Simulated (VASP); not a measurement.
# Si in VASP: single point with PBEsol

Aim: the single point of Si with PBEsol.

Everything below comes from runs of VASP 6.6.1. Logs are shortened: lines on timing, memory, paths and dates and some standing lists are left out, and cuts for length are marked.

### Step 1. The cell of the first run

The typed cell holds 4 atoms: a = 5.400 Å, b = 5.238 Å, c = 3.498 Å, α = 73.33°, β = 68.31°, γ = 38.08°.

### Step 2. Single point, PBEsol (strained and its atoms moved)

Input file INCAR:

```
PREC = Accurate
ENCUT = 520
EDIFF = 1E-7
ISMEAR = 0
SIGMA = 0.1
LREAL = False
LASPH = True
NELM = 80
ALGO = Normal
ISIF = 2
LWAVE = False
LCHARG = False
GGA = PS
NBANDS = 16
```

Input file KPOINTS:

```
regular mesh
0
Gamma
  12 12 12
```

Input file POSCAR:

```
Si
1.0
    0.0092564467      2.6339378708      4.7140530061
    2.2835929423      0.0084294918      4.7140530061
    2.2928493890      2.6423673627      0.0000000000
Si
4
Direct
    0.7155968195      0.2843874949      0.7293521942
    0.2843874949      0.7155968195      0.2706634914
    0.7800694184      0.7800694184      0.2199305816
    0.2199462672      0.2199462672      0.7800537328
```

Potentials or basis: VASP PAW PBE potentials, release 64 (Si).

Run with:

```sh
$ cat potpaw_PBE.64/Si/POTCAR > POTCAR
$ mpirun -np 1 vasp_std > vasp.out
```

OUTCAR:

```text
PREC = Accurate
   ENCUT = 520
   EDIFF = 1E-7
   ISMEAR = 0
   LREAL = False
   LASPH = True
   NELM = 80
   ISIF = 2
   GGA = PS

 ion  position               nearest neighbor table
   1  0.716  0.284  0.729-   2 2.24   2 2.35   2 2.36   3 2.54   4 2.54   4 2.89   3 2.89   2 2.92

   2  0.284  0.716  0.271-   1 2.24   1 2.35   1 2.36   3 2.54   4 2.54   4 2.89   3 2.89   1 2.92

   3  0.780  0.780  0.220-   4 2.35   4 2.35   2 2.54   1 2.54   4 2.69   4 2.69   2 2.89   1 2.89

   4  0.220  0.220  0.780-   3 2.35   3 2.35   1 2.54   2 2.54   3 2.69   3 2.69   1 2.89   2 2.89

  LATTYP: Found a base centered monoclinic cell.
 ALAT       =     4.5672170005
 B/A-ratio  =     2.0642999908
 C/A-ratio  =     0.7605508002
 COS(beta)  =    -0.6519544846

  Lattice vectors:

 A1 = (   2.2835929423,   0.0084294918,   4.7140530061)
 A2 = (   2.2835929423,   0.0084294919,  -4.7140530061)
 A3 = (  -2.2743364956,   2.6255083790,   0.0000000000)

Analysis of symmetry for initial positions (statically):
=====================================================================
 Subroutine PRICEL returns:
 Original cell was already a primitive cell.

 Routine SETGRP: Setting up the symmetry group for a
 base centered monoclinic supercell.

 Subroutine GETGRP returns: Found  2 space group operations
 (whereof  2 operations were pure point group operations)
 out of a pool of  4 trial point group operations.

The static configuration has the point symmetry C_2 .

Analysis of symmetry for dynamics (positions and initial velocities):
=====================================================================
 Subroutine PRICEL returns:
 Original cell was already a primitive cell.

 Routine SETGRP: Setting up the symmetry group for a
 base centered monoclinic supercell.

 Subroutine GETGRP returns: Found  2 space group operations
 (whereof  2 operations were pure point group operations)
 out of a pool of  4 trial point group operations.

The dynamic configuration has the point symmetry C_2 .

 Subroutine INISYM returns: Found  2 space group operations
 (whereof  2 operations are pure point group operations),
 and found     1 'primitive' translations

----------------------------------------------------------------------------------------

                                     Primitive cell

  volume of cell :      56.7078

  direct lattice vectors                    reciprocal lattice vectors
     0.009256447  2.633937871  4.714053006    -0.219656782  0.190601778  0.106065842
     2.283592942  0.008429492  4.714053006     0.219656782 -0.190601778  0.106065842
     2.292849389  2.642367363  0.000000000     0.218255315  0.189062824 -0.106065842

  length of vectors
     5.400000938  5.238049592  3.498465892     0.309561145  0.309561145  0.307620052

  position of ions in fractional coordinates (direct lattice)
     0.715596819  0.284387495  0.729352194
     0.284387495  0.715596819  0.270663491
     0.780069418  0.780069418  0.219930582
     0.219946267  0.219946267  0.780053733

  ion indices of the primitive-cell ions
   primitive index   ion index
                 1           1
                 2           2
                 3           3
                 4           4

----------------------------------------------------------------------------------------

 KPOINTS: regular mesh

Automatic generation of k-mesh.
 Grid dimensions read from file:
 generate k-points for:   12   12   12

 Generating k-lattice:

  Cartesian coordinates                     Fractional coordinates (reciprocal lattice)
    -0.018304732  0.015883481  0.008838820     0.083333333  0.000000000  0.000000000
     0.018304732 -0.015883481  0.008838820    -0.000000000  0.083333333 -0.000000000
     0.018187943  0.015755235 -0.008838820     0.000000000  0.000000000  0.083333333

  Length of vectors
     0.025796762  0.025796762  0.025635004

  Shift w.r.t. Gamma in fractional coordinates (k-lattice)
     0.000000000  0.000000000  0.000000000

 Subroutine IBZKPT returns following result:
 ===========================================

 Found    476 irreducible k-points:

 Following reciprocal coordinates:
            Coordinates               Weight
  0.000000  0.000000  0.000000      1.000000
  0.083333  0.000000 -0.000000      4.000000
  0.166667  0.000000 -0.000000      4.000000
  0.250000  0.000000 -0.000000      4.000000
  0.333333  0.000000 -0.000000      4.000000
  0.416667  0.000000 -0.000000      4.000000
[... 16 lines left out ...]
  0.500000  0.166667 -0.000000      4.000000
 -0.416667  0.166667  0.000000      4.000000
 [... further k-points ...]
   k-points           NKPTS =    476   k-points in BZ     NKDIM =    476   number of bands    NBANDS=     16
   number of dos      NEDOS =    301   number of ions     NIONS =      4
   total plane-waves  NPLWV =  44800
   dimension x,y,z NGX =    40 NGY =   40 NGZ =   28
   dimension x,y,z NGXF=    80 NGYF=   80 NGZF=   56
   ions per type =               4
   NGX,Y,Z   is equivalent  to a cutoff of  12.31, 12.70, 13.31 a.u.
   NGXF,Y,Z  is equivalent  to a cutoff of  24.63, 25.39, 26.61 a.u.
 SYSTEM =  unknown system
   PREC   = accura    normal or accurate (medium, high low for compatibility)
   ISTART =      0    job   : 0-new  1-cont  2-samecut
   ICHARG =      2    charge: 1-file 2-atom 10-const
   ISPIN  =      1    spin polarized calculation?
   LNONCOLLINEAR =      F non collinear calculations
   LSORBIT =      F    spin-orbit coupling
   LASPH  =      T    aspherical Exc in radial PAW
   ENCUT  =  520.0 eV  38.22 Ry    6.18 a.u.  10.04  9.74  6.50*2*pi/ulx,y,z
   NELM   =     80;   NELMIN=  2; NELMDL= -5     # of ELM steps
   EDIFF  = 0.1E-06   stopping-criterion for ELM
   LREAL  =      F    real-space projection
   EDIFFG = 0.1E-05   stopping-criterion for IOM
   NSW    =      0    number of steps for IOM
   IBRION =     -1    ionic relax: 0-MD 1-quasi-New 2-CG
   NFREE  =      0    steps in history (QN), initial steepest desc. (CG)
   ISIF   =      2    stress and relaxation
   ISYM   =      2    0-nonsym 1-usesym 2-fastsym
   POTIM  = 0.5000    time-step for ionic-motion
   TEBEG  =    0.0;   TEEND  =   0.0 temperature during run
   PSTRESS=    0.0 pullay stress
   NELECT =      16.0000    total number of electrons
   NUPDOWN=      -1.0000    fix difference up-down
   EMIN   =  10.00;   EMAX   =-10.00  energy-range for DOS
   EFERMI =   0.00;   METHOD = LEGACY
   ISMEAR =     0;   SIGMA  =   0.10  broadening in eV -4-tet -1-fermi 0-gaus
   EFERMI_NEDOS =   21; number of points for ismear=-14 and -15
   IALGO  =     38    algorithm
   IMIX   =      4    mixing-type and parameters
     AMIX     =   0.40;   BMIX     =  1.00
     AMIX_MAG =   1.60;   BMIX_MAG =  1.00
  volume/ion in A,a.u.               =      14.18        95.67
  Fermi-wavevector in a.u.,A,eV,Ry     =   1.073743  2.029081 15.686493  1.152925
  Thomas-Fermi vector in A             =   2.209552
   LORBIT       =      0    0 simple, 1 ext, 2 COOP (PROOUT), +10 PAW based schemes
   GGA     = PS    functional components
   LHFCALC =     F    Hartree Fock is set to
   AEXX    =    0.0000 exact exchange contribution
   IVDW    =     0    specifies the selected vdW correction
   LEPSILON=     F    determine dielectric tensor
   LRPA    =     F    only Hartree local field effects (RPA)
 non-spin polarized calculation
 Gauss-broadening in eV      SIGMA  =   0.10
  energy-cutoff  :      520.00
  volume of cell :       56.71
 maximum number of plane-waves:      1570
   NGX = 21   NGY = 19   NGZ = 13

 number of electron      16.0000000 magnetization

 Free energy of the ion-electron system (eV)
  ---------------------------------------------------
  ext. energy  EPLUGINS =         0.00000000
  ---------------------------------------------------
  free energy    TOTEN  =       -21.91926081 eV

  energy without entropy =      -21.91263181  energy(sigma->0) =      -21.91594631

 E-fermi :  10.0668     XC(G=0): -11.2556

 val. band max:       10.0649887379   @ k =  -0.3333   0.2500   0.0833
 cond. band min:      10.0668800021   @ k =  -0.0833   0.3333   0.4167
 fundamental gap:      0.0018912642
 Fermi energy:        10.0667618819

 k-point     1 :       0.0000    0.0000    0.0000
  band No.  band energies     occupation
      1      -4.3673      2.00000
      2       1.4188      2.00000
      3       2.6836      2.00000
      4       7.3998      2.00000
      5       7.7965      2.00000
      6       7.8408      2.00000
[... 8 lines left out ...]
     15      18.5421      0.00000
     16      18.7578      0.00000

 k-point     2 :       0.0833    0.0000   -0.0000
  band No.  band energies     occupation
      1      -4.2714      2.00000
      2       1.3233      2.00000
      3       2.9573      2.00000
      4       6.5836      2.00000
      5       7.1059      2.00000
      6       7.5835      2.00000
[... 8 lines left out ...]
     15      17.8532      0.00000
     16      18.6737      0.00000

 k-point     3 :       0.1667    0.0000   -0.0000
  band No.  band energies     occupation
      1      -3.9842      2.00000
      2       1.1979      2.00000
      3       3.5992      2.00000
      4       4.9118      2.00000
      5       5.9042      2.00000
      6       7.6206      2.00000
[... 8 lines left out ...]
     15      18.1553      0.00000
     16      18.3477      0.00000

 k-point     4 :       0.2500    0.0000   -0.0000
  band No.  band energies     occupation
      1      -3.5067      2.00000
      2       1.1863      2.00000
      3       3.1631      2.00000
      4       4.5781      2.00000
      5       4.7682      2.00000
      6       7.7027      2.00000
[... 8 lines left out ...]
     15      17.2691      0.00000
     16      17.6922      0.00000
[... 324 lines left out ...]
 k-point    22 :       0.4167    0.1667   -0.0000
  band No.  band energies     occupation
      1      -3.0667      2.00000
      2      -0.3971      2.00000
      3       2.6050      2.00000
      4       6.0041      2.00000
      5       6.8772      2.00000
      6       7.4281      2.00000
[... 8 lines left out ...]
     15      16.2232      0.00000
     16      17.1888      0.00000

 k-point    23 :       0.5000    0.1667   -0.0000
  band No.  band energies     occupation
      1      -2.3174      2.00000
      2      -0.1752      2.00000
      3       1.1397      2.00000
      4       5.1599      2.00000
      5       7.4754      2.00000
      6       8.0182      2.00000
[... 8 lines left out ...]
     15      16.1323      0.00000
     16      16.9894      0.00000

 k-point    24 :      -0.4167    0.1667    0.0000
  band No.  band energies     occupation
      1      -1.3886      2.00000
      2      -0.1739      2.00000
      3       0.2465      2.00000
      4       4.4185      2.00000
      5       7.4244      2.00000
      6       8.1052      2.00000
[... 8 lines left out ...]
     15      15.7805      0.00000
     16      16.1790      0.00000

 [... further k-points ...]

------------------------ aborting loop because EDIFF is reached ----------------------------------------

  FORCE on cell =-STRESS in cart. coord.  units (eV):
  Direction    XX          YY          ZZ          XY          YZ          ZX
  --------------------------------------------------------------------------------------
  -------------------------------------------------------------------------------------
  Total        8.3673919      2.0091662      0.4751423      0.0360532     -0.0000000      0.0000000
  in kB      236.4055419     56.7653597     13.4242861      1.0186182     -0.0000000      0.0000000
  external PRESSURE =     102.1983959 kB  Pullay stress =       0.0000000 kB

 VOLUME and BASIS-vectors are now :
 -----------------------------------------------------------------------------
  energy-cutoff  :      520.00
  volume of cell :       56.71
      direct lattice vectors                 reciprocal lattice vectors
     0.009256447  2.633937871  4.714053006    -0.219656782  0.190601778  0.106065842
     2.283592942  0.008429492  4.714053006     0.219656782 -0.190601778  0.106065842
     2.292849389  2.642367363  0.000000000     0.218255315  0.189062824 -0.106065842

 POSITION                                       TOTAL-FORCE (eV/Angst)
 -----------------------------------------------------------------------------------
      2.32834      3.81445      4.71398        -0.976821      0.222170      0.000645
      2.25735      1.47028      4.71398         0.976821     -0.222170      0.000645
      2.29285      2.64237      7.35458        -0.000000     -0.000000      0.201565
      2.29285      2.64237      2.07368         0.000000      0.000000     -0.202854
 -----------------------------------------------------------------------------------
    total drift:                                0.000000     -0.000000      0.000000

  FREE ENERGIE OF THE ION-ELECTRON SYSTEM (eV)
  ---------------------------------------------------
  free  energy   TOTEN  =       -21.9192608071 eV

  energy  without entropy=      -21.9126318105  energy(sigma->0) =      -21.91594631
```

Run time: 3.4 min. Hardware: 1 thread of Intel Xeon 6975P-C (Granite Rapids), shared host; peak memory 0.42 GiB.

Results:

```yaml
Free_energy: -21.9193 eV
Pressure: 10.2 GPa
Largest_force: 1.002 eV/Å
Band_gap_on_the_k_mesh: zero (bands 8 and 9 overlap by 5.24 eV)
```

Forces on the atoms (eV/Å):
```
Si  -0.977  0.222  0.001
Si   0.977 -0.222  0.001
Si   0.000  0.000  0.202
Si   0.000  0.000 -0.203
```

Stress tensor (GPa, compression positive):
```
23.64  0.10  0.00
 0.10  5.68  0.00
 0.00  0.00  1.34
```

Levels at points of the mesh, in eV from the Fermi level:
| k point | band 6 | band 7 | band 8 | band 9 | band 10 | band 11 |
| --- | --- | --- | --- | --- | --- | --- |
| (0.00, 0.00, 0.00) | -2.23 | -1.70 | -1.11 | -0.63 | 0.94 | 1.63 |
| (0.50, 0.00, 0.00) | -1.78 | -1.59 | -0.14 | 0.73 | 0.81 | 3.32 |
| (0.50, 0.50, 0.00) | -2.74 | -0.76 | 0.14 | 2.39 | 3.16 | 3.27 |
| (0.00, 0.00, 0.50) | -1.78 | -1.51 | -0.01 | 0.73 | 1.07 | 3.44 |
| (0.50, 0.00, 0.50) | -5.55 | -3.73 | -3.28 | -2.48 | -2.24 | 5.26 |
| (0.00, 0.50, 0.50) | -6.90 | -2.70 | -2.06 | -1.42 | 0.96 | 3.78 |

Caveat: the cell differs from its parent crystal (strained and its atoms moved); the stress differs along the axes, from 1 to 24 GPa; the PAW data sets were made with another functional, which shifts forces and pressure a little.
